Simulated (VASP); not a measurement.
# Ag (Fm-3m) in VASP: notebook

Aim: see how the results for Ag move with the level of theory and the settings. Levels: PBEsol, LDA, r2SCAN. Tasks: electric field gradients.

Program: VASP 6.6.1. These are calculated values, not measurements. Logs are shortened: lines on timing, memory, paths and dates and some standing lists are left out, and cuts for length are marked.

### Step 1. The cell of the first run

It takes space group Fm-3m (No. 225, cubic). The conventional cell has a = 4.085 Å, b = 4.085 Å, c = 4.085 Å, α = 90.00°, β = 90.00°, γ = 90.00°. Ag (site symmetry m-3m) has 12 Ag at 2.89 Å within 3.8 Å.

### Step 2. Electric field gradients, PBEsol

INCAR reads:

```
PREC     = Accurate       # precision mode
ENCUT    = 520            # plane-wave cutoff, eV
EDIFF    = 1E-8           # SCF threshold, eV
ISMEAR   = -1             # smearing method
SIGMA    = 0.05           # smearing width, eV
LREAL    = F              # projectors in reciprocal space
LASPH    = T              # aspherical terms in the spheres
NELM     = 80             # most SCF steps
ALGO     = Normal         # electronic algorithm
ISIF     = 2              # what is computed and relaxed
LWAVE    = F              # write WAVECAR
LCHARG   = F              # write CHGCAR
GGA      = PS             # functional
LEFG     = T            
NBANDS   = 54             # bands
```

KPOINTS reads:

```
regular mesh
0
Gamma
  3 3 3
```

POSCAR reads:

```
Ag
1.0
    0.0000000000      4.0855000000      4.0855000000
    4.0855000000      0.0000000000      4.0855000000
    4.0855000000      4.0855000000      0.0000000000
Ag
8
Direct
    0.0000000000      0.0000000000      0.0000000000
    0.0000000000      0.0000000000      0.5000000000
    0.0000000000      0.5000000000      0.0000000000
    0.0000000000      0.5000000000      0.5000000000
    0.5000000000      0.0000000000      0.0000000000
    0.5000000000      0.0000000000      0.5000000000
    0.5000000000      0.5000000000      0.0000000000
    0.5000000000      0.5000000000      0.5000000000
```

Potentials or basis: VASP PAW PBE potentials, release 64 (Ag).

Command:

```bash
$ cat potpaw_PBE.64/Ag/POTCAR > POTCAR
$ mpirun -np 1 vasp_std > vasp.out
```

OUTCAR:

```text
PREC = Accurate
   ENCUT = 520
   EDIFF = 1E-8
   ISMEAR = -1
   LREAL = F
   LASPH = T
   NELM = 80
   ISIF = 2
   GGA = PS

 ion  position               nearest neighbor table
   1  0.000  0.000  0.000-   2 2.89   3 2.89   5 2.89   2 2.89   4 2.89   6 2.89   3 2.89   4 2.89
                             7 2.89   5 2.89   6 2.89   7 2.89
   2  0.000  0.000  0.500-   1 2.89   4 2.89   6 2.89   1 2.89   3 2.89   5 2.89   3 2.89   4 2.89
                             8 2.89   5 2.89   6 2.89   8 2.89
   3  0.000  0.500  0.000-   1 2.89   4 2.89   7 2.89   2 2.89   4 2.89   8 2.89   1 2.89   2 2.89
                             5 2.89   5 2.89   7 2.89   8 2.89
   4  0.000  0.500  0.500-   2 2.89   3 2.89   8 2.89   1 2.89   3 2.89   7 2.89   1 2.89   2 2.89
                             6 2.89   6 2.89   7 2.89   8 2.89
   5  0.500  0.000  0.000-   1 2.89   6 2.89   7 2.89   2 2.89   6 2.89   8 2.89   3 2.89   7 2.89
                             8 2.89   1 2.89   2 2.89   3 2.89
   6  0.500  0.000  0.500-   2 2.89   5 2.89   8 2.89   1 2.89   5 2.89   7 2.89   4 2.89   7 2.89
                             8 2.89   1 2.89   2 2.89   4 2.89
   7  0.500  0.500  0.000-   3 2.89   5 2.89   8 2.89   4 2.89   6 2.89   8 2.89   1 2.89   5 2.89
                             6 2.89   1 2.89   3 2.89   4 2.89
   8  0.500  0.500  0.500-   4 2.89   6 2.89   7 2.89   3 2.89   5 2.89   7 2.89   2 2.89   5 2.89
                             6 2.89   2 2.89   3 2.89   4 2.89
[... 6 lines left out ...]
 A1 = (   0.0000000000,   4.0855000000,   4.0855000000)
 A2 = (   4.0855000000,   0.0000000000,   4.0855000000)
 A3 = (   4.0855000000,   4.0855000000,   0.0000000000)

Analysis of symmetry for initial positions (statically):
=====================================================================
 Subroutine PRICEL returns following result:

  LATTYP: Found a face centered cubic cell.
 ALAT       =     4.0855000000

  Lattice vectors:

 A1 = (   0.0000000000,   2.0427500000,   2.0427500000)
 A2 = (   2.0427500000,   0.0000000000,   2.0427500000)
 A3 = (   2.0427500000,   2.0427500000,   0.0000000000)

   8 primitive cells build up your supercell.

 Routine SETGRP: Setting up the symmetry group for a
 face centered cubic supercell.

 Subroutine GETGRP returns: Found 48 space group operations
 (whereof 48 operations were pure point group operations)
 out of a pool of 48 trial point group operations.

[... 388 lines left out ...]
  --------------------------------------------------------------------------------------
  -------------------------------------------------------------------------------------
  Total       -1.7227756     -1.7227756     -1.7227756     -0.0000000     -0.0000000     -0.0000000
  in kB      -20.2382831    -20.2382831    -20.2382831     -0.0000000     -0.0000000     -0.0000000
  external PRESSURE =     -20.2382831 kB  Pullay stress =       0.0000000 kB

 VOLUME and BASIS-vectors are now :
 -----------------------------------------------------------------------------
  energy-cutoff  :      520.00
  volume of cell :      136.38
      direct lattice vectors                 reciprocal lattice vectors
     0.000000000  4.085500000  4.085500000    -0.122384041  0.122384041  0.122384041
     4.085500000  0.000000000  4.085500000     0.122384041 -0.122384041  0.122384041
     4.085500000  4.085500000  0.000000000     0.122384041  0.122384041 -0.122384041

 POSITION                                       TOTAL-FORCE (eV/Angst)
 -----------------------------------------------------------------------------------
      0.00000      0.00000      0.00000        -0.000000     -0.000000      0.000000
      2.04275      2.04275      0.00000        -0.000000     -0.000000     -0.000000
      2.04275      0.00000      2.04275         0.000000     -0.000000      0.000000
      4.08550      2.04275      2.04275         0.000000     -0.000000     -0.000000
      0.00000      2.04275      2.04275        -0.000000      0.000000     -0.000000
      2.04275      4.08550      2.04275         0.000000      0.000000     -0.000000
      2.04275      2.04275      4.08550         0.000000      0.000000     -0.000000
      4.08550      4.08550      4.08550         0.000000      0.000000      0.000000
 -----------------------------------------------------------------------------------
    total drift:                                0.000000      0.000000      0.000000

  FREE ENERGIE OF THE ION-ELECTRON SYSTEM (eV)
  ---------------------------------------------------
  free  energy   TOTEN  =       -25.9144701395 eV

  energy  without entropy=      -25.8546723313  energy(sigma->0) =      -25.88457124

 Electric field gradients (V/A^2)
---------------------------------------------------------------------
 ion       V_xx      V_yy      V_zz      V_xy      V_xz      V_yz
---------------------------------------------------------------------
   1      -0.000    -0.000    -0.000     0.001     0.001     0.001
   2      -0.000    -0.000    -0.000     0.001     0.001     0.001
   3      -0.000    -0.000    -0.000     0.001     0.001     0.001
   4      -0.000    -0.000    -0.000     0.001     0.001     0.001
   5      -0.000    -0.000    -0.000     0.001     0.001     0.001
   6      -0.000    -0.000    -0.000     0.001     0.001     0.001
   7      -0.000    -0.000    -0.000     0.001     0.001     0.001
   8      -0.000    -0.000    -0.000     0.001     0.001     0.001
---------------------------------------------------------------------

 Electric field gradients after diagonalization (V/A^2)
 (convention: |V_zz| > |V_xx| > |V_yy|)
----------------------------------------------------------------------
 ion       V_xx      V_yy      V_zz     asymmetry (V_yy - V_xx)/ V_zz
----------------------------------------------------------------------
   1      -0.001    -0.001     0.001       0.000
   2      -0.001    -0.001     0.001       0.000
   3      -0.001    -0.001     0.001       0.000
   4      -0.001    -0.001     0.001       0.000
   5      -0.001    -0.001     0.001       0.000
   6      -0.001    -0.001     0.001       0.000
   7      -0.001    -0.001     0.001       0.000
   8      -0.001    -0.001     0.001       0.000
----------------------------------------------------------------------

           NMR quadrupolar parameters

 Cq : quadrupolar parameter    Cq=e*Q*V_zz/h
 eta: asymmetry parameters     (V_yy - V_xx)/ V_zz
 Q  : nuclear electric quadrupole moment in mb (millibarn)
----------------------------------------------------------------------
 ion       Cq(MHz)       eta       Q (mb)
----------------------------------------------------------------------
   1       0.000       0.000       1.000
   2       0.000       0.000       1.000
   3       0.000       0.000       1.000
   4       0.000       0.000       1.000
   5       0.000       0.000       1.000
   6       0.000       0.000       1.000
   7       0.000       0.000       1.000
   8       0.000       0.000       1.000
----------------------------------------------------------------------
```

OSZICAR:

```text
N       E                     dE             d eps       ncg     rms          rms(c)
DAV:   1     0.645867066824E+03    0.64587E+03   -0.45483E+04   432   0.163E+03
DAV:   2    -0.957105063482E+01   -0.65544E+03   -0.62869E+03   450   0.382E+02
DAV:   3    -0.285685522076E+02   -0.18998E+02   -0.18727E+02   470   0.711E+01
DAV:   4    -0.287068723303E+02   -0.13832E+00   -0.13810E+00   468   0.554E+00
DAV:   5    -0.287078788091E+02   -0.10065E-02   -0.10064E-02   450   0.519E-01    0.160E+01
DAV:   6    -0.260233535216E+02    0.26845E+01   -0.93151E+00   456   0.182E+01    0.959E+00
DAV:   7    -0.259449036846E+02    0.78450E-01   -0.12706E-01   456   0.162E+00    0.538E+00
DAV:   8    -0.259143982371E+02    0.30505E-01   -0.49357E-03   462   0.372E-01    0.284E-01
DAV:   9    -0.259144359422E+02   -0.37705E-04   -0.15364E-04   456   0.631E-02    0.382E-02
DAV:  10    -0.259144698850E+02   -0.33943E-04   -0.19142E-05   468   0.269E-02    0.630E-03
DAV:  11    -0.259144701948E+02   -0.30976E-06   -0.44738E-07   446   0.306E-03    0.157E-03
DAV:  12    -0.259144700954E+02    0.99399E-07   -0.10412E-08   294   0.529E-04    0.102E-03
DAV:  13    -0.259144701373E+02   -0.41944E-07   -0.13347E-09   252   0.180E-04    0.723E-05
DAV:  14    -0.259144701395E+02   -0.21701E-08   -0.18951E-10   252   0.621E-05
   1 F= -.25914470E+02 E0= -.25884571E+02  d E =-.597978E-01
```

Wall time 31 s (1 thread of Intel Xeon Platinum 8488C (Sapphire Rapids), shared host); peak memory 0.31 GiB.

Results:

```
Free energy                             : -25.9145 eV
Pressure                                : -2.0 GPa
Band gap on the k mesh                  : zero (bands 44 and 45 overlap by 1.09 eV)
Largest electric field gradient by atom : under 0.05 V/Å² on every atom
```

Caveat: the k points lie up to 0.44 Å⁻¹ apart, too coarse for converged energies and pressures of a metal; the PAW data sets were made with another functional, which shifts forces and pressure a little.

### Step 3. Electric field gradients, PBEsol

INCAR: that of step 2 with these lines changed.

```diff
@@ -7,3 +7,3 @@
 LASPH    = T              # aspherical terms in the spheres
-NELM     = 80             # most SCF steps
+NELM     = 60             # most SCF steps
 ALGO     = Normal         # electronic algorithm
```

KPOINTS reads:

```
Automatic mesh
0
Gamma
  7 7 7
```

POSCAR is that of step 2.

Potentials or basis: VASP PAW PBE potentials, release 64 (Ag).

Command:

```bash
$ cat potpaw_PBE.64/Ag/POTCAR > POTCAR
$ mpirun -np 1 vasp_std > vasp.out
```

OUTCAR:

```text
PREC = Accurate
   ENCUT = 520
   EDIFF = 1E-8
   ISMEAR = -1
   LREAL = F
   LASPH = T
   NELM = 60
   ISIF = 2
   GGA = PS

 ion  position               nearest neighbor table
   1  0.000  0.000  0.000-   2 2.89   3 2.89   5 2.89   2 2.89   4 2.89   6 2.89   3 2.89   4 2.89
                             7 2.89   5 2.89   6 2.89   7 2.89
   2  0.000  0.000  0.500-   1 2.89   4 2.89   6 2.89   1 2.89   3 2.89   5 2.89   3 2.89   4 2.89
                             8 2.89   5 2.89   6 2.89   8 2.89
   3  0.000  0.500  0.000-   1 2.89   4 2.89   7 2.89   2 2.89   4 2.89   8 2.89   1 2.89   2 2.89
                             5 2.89   5 2.89   7 2.89   8 2.89
   4  0.000  0.500  0.500-   2 2.89   3 2.89   8 2.89   1 2.89   3 2.89   7 2.89   1 2.89   2 2.89
                             6 2.89   6 2.89   7 2.89   8 2.89
   5  0.500  0.000  0.000-   1 2.89   6 2.89   7 2.89   2 2.89   6 2.89   8 2.89   3 2.89   7 2.89
                             8 2.89   1 2.89   2 2.89   3 2.89
   6  0.500  0.000  0.500-   2 2.89   5 2.89   8 2.89   1 2.89   5 2.89   7 2.89   4 2.89   7 2.89
                             8 2.89   1 2.89   2 2.89   4 2.89
   7  0.500  0.500  0.000-   3 2.89   5 2.89   8 2.89   4 2.89   6 2.89   8 2.89   1 2.89   5 2.89
                             6 2.89   1 2.89   3 2.89   4 2.89
   8  0.500  0.500  0.500-   4 2.89   6 2.89   7 2.89   3 2.89   5 2.89   7 2.89   2 2.89   5 2.89
                             6 2.89   2 2.89   3 2.89   4 2.89
[... 6 lines left out ...]
 A1 = (   0.0000000000,   4.0855000000,   4.0855000000)
[... 1377 lines left out ...]
 ion       V_xx      V_yy      V_zz      V_xy      V_xz      V_yz
---------------------------------------------------------------------
   1      -0.000     0.000     0.000     0.001     0.001     0.001
   2      -0.000     0.000     0.000     0.001     0.001     0.001
   3      -0.000     0.000     0.000     0.001     0.001     0.001
   4      -0.000     0.000     0.000     0.001     0.001     0.001
   5      -0.000     0.000     0.000     0.001     0.001     0.001
   6      -0.000     0.000     0.000     0.001     0.001     0.001
   7      -0.000     0.000     0.000     0.001     0.001     0.001
   8      -0.000     0.000     0.000     0.001     0.001     0.001
---------------------------------------------------------------------

 Electric field gradients after diagonalization (V/A^2)
 (convention: |V_zz| > |V_xx| > |V_yy|)
----------------------------------------------------------------------
 ion       V_xx      V_yy      V_zz     asymmetry (V_yy - V_xx)/ V_zz
----------------------------------------------------------------------
   1      -0.001    -0.001     0.001       0.000
   2      -0.001    -0.001     0.001       0.000
   3      -0.001    -0.001     0.001       0.000
   4      -0.001    -0.001     0.001       0.000
   5      -0.001    -0.001     0.001       0.000
   6      -0.001    -0.001     0.001       0.000
   7      -0.001    -0.001     0.001       0.000
   8      -0.001    -0.001     0.001       0.000
----------------------------------------------------------------------

           NMR quadrupolar parameters

 Cq : quadrupolar parameter    Cq=e*Q*V_zz/h
 eta: asymmetry parameters     (V_yy - V_xx)/ V_zz
 Q  : nuclear electric quadrupole moment in mb (millibarn)
----------------------------------------------------------------------
 ion       Cq(MHz)       eta       Q (mb)
----------------------------------------------------------------------
   1       0.000       0.000       1.000
   2       0.000       0.000       1.000
   3       0.000       0.000       1.000
   4       0.000       0.000       1.000
   5       0.000       0.000       1.000
   6       0.000       0.000       1.000
   7       0.000       0.000       1.000
   8       0.000       0.000       1.000
----------------------------------------------------------------------
```

OSZICAR:

```text
N       E                     dE             d eps       ncg     rms          rms(c)
DAV:   1     0.634473924490E+03    0.63447E+03   -0.45515E+04  2168   0.163E+03
DAV:   2    -0.102495538287E+02   -0.64472E+03   -0.61642E+03  2196   0.377E+02
DAV:   3    -0.291274917600E+02   -0.18878E+02   -0.18638E+02  2384   0.700E+01
DAV:   4    -0.292616510149E+02   -0.13416E+00   -0.13404E+00  2322   0.559E+00
DAV:   5    -0.292626423428E+02   -0.99133E-03   -0.99132E-03  2276   0.518E-01    0.157E+01
DAV:   6    -0.265577827744E+02    0.27049E+01   -0.92498E+00  2244   0.184E+01    0.940E+00
DAV:   7    -0.264811669058E+02    0.76616E-01   -0.12250E-01  2268   0.160E+00    0.530E+00
DAV:   8    -0.264505297250E+02    0.30637E-01   -0.51268E-03  2262   0.379E-01    0.270E-01
DAV:   9    -0.264505584393E+02   -0.28714E-04   -0.19005E-04  2330   0.734E-02    0.375E-02
DAV:  10    -0.264505938804E+02   -0.35441E-04   -0.20477E-05  2268   0.275E-02    0.157E-03
DAV:  11    -0.264505934699E+02    0.41049E-06   -0.50267E-07  2298   0.339E-03    0.164E-03
DAV:  12    -0.264505933664E+02    0.10353E-06   -0.11798E-08  1524   0.588E-04    0.119E-03
DAV:  13    -0.264505934301E+02   -0.63670E-07   -0.12836E-09  1194   0.183E-04    0.648E-05
DAV:  14    -0.264505934322E+02   -0.21682E-08   -0.17120E-10  1164   0.578E-05
   1 F= -.26450593E+02 E0= -.26441951E+02  d E =-.172844E-01
```

Run time: 1.8 min. Hardware: 1 thread of Intel Xeon Platinum 8488C (Sapphire Rapids), shared host; peak memory 0.37 GiB.

Results:

- Free energy: -26.4506 eV
- Pressure: -2.8 GPa
- Band gap on the k mesh: zero (bands 44 and 45 overlap by 1.38 eV)
- Largest electric field gradient by atom: under 0.05 V/Å² on every atom

Caveat: the PAW data sets were made with another functional, which shifts forces and pressure a little.

(Part 1 of 2 ends here.)
